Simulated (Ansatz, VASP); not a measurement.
**One calculation of WSe2, two programs**

INCAR

```
SYSTEM = WSe2
ALGO = Normal
EDIFF = 1E-6
ENCUT = 520
GGA = PS
ISIF = 2
ISMEAR = -1
LASPH = .True.
LCHARG = .False.
LREAL = .False.
LWAVE = .False.
NBANDS = 35
NELM = 80
PREC = Accurate
SIGMA = 0.08
```

The input KPOINTS:

```
k-points
0
Gamma
  11 11 3
  0 0 0
```

POSCAR

```
WSe2
1.0
    3.2899984505      0.0000000000      0.0000000000
   -1.6449992252      2.8492222365      0.0000000000
    0.0000000000      0.0000000000     12.7106000000
W Se
2 4
Direct
    0.3333333333      0.6666666667      0.2500000000
    0.6666666667      0.3333333333      0.7500000000
    0.3333333333      0.6666666667      0.6210000000
    0.6666666667      0.3333333333      0.1210000000
    0.3333333333      0.6666666667      0.8790000000
    0.6666666667      0.3333333333      0.3790000000
```

Input for Ansatz:

```yaml
crystal:
  lattice:
    - [3.2899984505, 0.0, 0.0]
    - [-1.6449992252, 2.8492222365, 0.0]
    - [0.0, 0.0, 12.7106]
  atoms:
    - { symbol: W, position: [0.3333333333, 0.6666666667, 0.25] }
    - { symbol: W, position: [0.6666666667, 0.3333333333, 0.75] }
    - { symbol: Se, position: [0.3333333333, 0.6666666667, 0.621] }
    - { symbol: Se, position: [0.6666666667, 0.3333333333, 0.121] }
    - { symbol: Se, position: [0.3333333333, 0.6666666667, 0.879] }
    - { symbol: Se, position: [0.6666666667, 0.3333333333, 0.379] }
kpoints:
  mp_grid: { grid: [11, 11, 3] }
  band_path:
    path:
      - [0.0, 0.0, 0.0]
      - [0.5, 0.0, 0.0]
      - [0.3333333333, 0.3333333333, 0.0]
      - [0.0, 0.0, 0.0]
      - [0.0, 0.0, 0.5]
      - [0.5, 0.0, 0.5]
      - [0.3333333333, 0.3333333333, 0.5]
      - [0.0, 0.0, 0.5]
      - [0.5, 0.0, 0.5]
    npoints: 5
scf:
  occupations: { method: fermi_dirac, width: 0.08 }
hamiltonian:
  xc: pbesol
  pseudopotentials: { kind: all_electron, lapw: { basis_error: 0.0005 } }
output:
  forces: true
  stress: true
  eigenvalues: true
```

Change from the starting cell: zz strain of -2 %.

Alike in both runs: task single point; functional PBEsol; k mesh 11 × 11 × 3; occupations fermi-dirac, width 0.08 eV; no spin polarisation.

```csv
,VASP,Ansatz
version,VASP 6.6.1,Ansatz 0.2.0
potentials or method,"VASP PAW PBE potentials, release 64 (W_sv, Se), cutoff 520 eV","all-electron LAPW, scalar-relativistic"
```

VASP gave:

* pressure (GPa): 2.5
* traceless stress, the component that is largest in VASP (GPa): 3.28
* rms of the force components (eV/Å): 0.243

Problem. What did Ansatz give for the same quantities?

Solution. Pressure (GPa): 2.1; traceless stress, the component that is largest in VASP (GPa): 3.17; rms of the force components (eV/Å): 0.214.

VASP's potentials were made for PBE, not for PBEsol. Atom by atom the forces differ by 0.029 eV/Å (rms over components). Ansatz ran all-electron here, and VASP with PAW potentials.

Neither program's run includes spin-orbit coupling.
